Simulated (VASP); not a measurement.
A run of VASP 6.6.1 is set up as follows.

Contents of INCAR:

```
PREC = Accurate
ENCUT = 520
EDIFF = 1E-6
ISMEAR = -1
SIGMA = 0.1
LREAL = F
LASPH = T
NELM = 80
ALGO = Normal
ISIF = 2
LWAVE = F
LCHARG = T
GGA = PS
LELF = T
LVHAR = T
NBANDS = 35
```

File KPOINTS:

```
regular mesh
0
Gamma
  8 8 8
```

POSCAR

```
ZnGe3
1.0
    4.2223630000      0.0000000000      0.0000000000
    0.0000000000      4.2223630000      0.0000000000
    0.0000000000      0.0000000000      4.2786611733
Zn Ge
1 3
Direct
    0.0000000000      0.0000000000      0.0000000000
    0.0000000000      0.5000000000      0.5000000000
    0.5000000000      0.0000000000      0.5000000000
    0.5000000000      0.5000000000      0.0000000000
```

Potentials or basis: VASP PAW PBE potentials, release 64 (Zn, Ge_d).

Run with:

```console
$ cat potpaw_PBE.64/Zn/POTCAR potpaw_PBE.64/Ge_d/POTCAR > POTCAR
$ mpirun -np 1 vasp_std > vasp.out
```

Q: Estimate the band gap on the k mesh.

A: Zero (bands 27 and 28 overlap by 4.22 eV).

Q: Predict the pressure.

A: -4.6 GPa.

Stress tensor (GPa, compression positive):
```
-4.78  0.00  0.00
 0.00 -4.78  0.00
 0.00  0.00 -4.11
```

Caveat: the cell stands under tension; the PAW data sets were made with another functional, which shifts forces and pressure a little.
